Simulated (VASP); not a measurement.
Set up this calculation in VASP 6.6.1, as the native input.

```yaml
Task: relaxation of shape and atoms at fixed volume
Functional: PBE
Potentials_or_basis: VASP PAW PBE potentials, release 64 (Ge_d)
Cutoff: 600 eV
k_mesh: 12 × 12 × 6
Occupations: gaussian, width 0.1 eV
Spin: no spin polarisation
Dipole_correction: no
Further_INCAR_settings: ALGO = Normal; EDIFF = 1e-06; IBRION = 2; EDIFFG = -0.01; NSW = 50; ISIF = 4
```

The structure of Ge lies in POSCAR:

```
Ge
1.0
    4.0171624314      0.0000000000      0.0000000000
   -2.0085812157      3.4789647167      0.0000000000
    0.0000000000      0.0000000000      6.6249222908
Ge
4
Direct
    0.6666666667      0.3333333333      0.0627911823
    0.3333333333      0.6666666667      0.5627911823
    0.6666666667      0.3333333333      0.4372088177
    0.3333333333      0.6666666667      0.9372088177
```

This isn't the form of Ge at room conditions, which is diamond.

These files were run (other wordings do the same):

INCAR

```
SYSTEM = Ge
ALGO = Normal ; EDIFF = 1E-6
EDIFFG = -0.01 ; ENCUT = 600
GGA = PE ; IBRION = 2
ISIF = 4 ; ISMEAR = 0
LASPH = .True. ; LCHARG = .False.
LREAL = .False. ; LWAVE = .False.
NELM = 60 ; NSW = 50
PREC = Accurate ; SIGMA = 0.1
```

KPOINTS

```
k-points
0
Gamma
  12 12 6
  0 0 0
```

Potentials or basis: VASP PAW PBE potentials, release 64 (Ge_d).

The run is started by

```console
$ cat potpaw_PBE.64/Ge_d/POTCAR > POTCAR
$ mpirun -np 1 vasp_std > vasp.out
```

It gave:

| Property | Result |
| --- | --- |
| Energy gained by relaxing | 0.0 meV/atom |
| Ionic steps | 2 |
| Pressure after relaxing | 1.9 GPa |

Run time: 3.3 min on 1 thread of Intel(R) Xeon(R) Platinum 8488C (Sapphire Rapids) (shared host), peak memory 0.36 GiB.
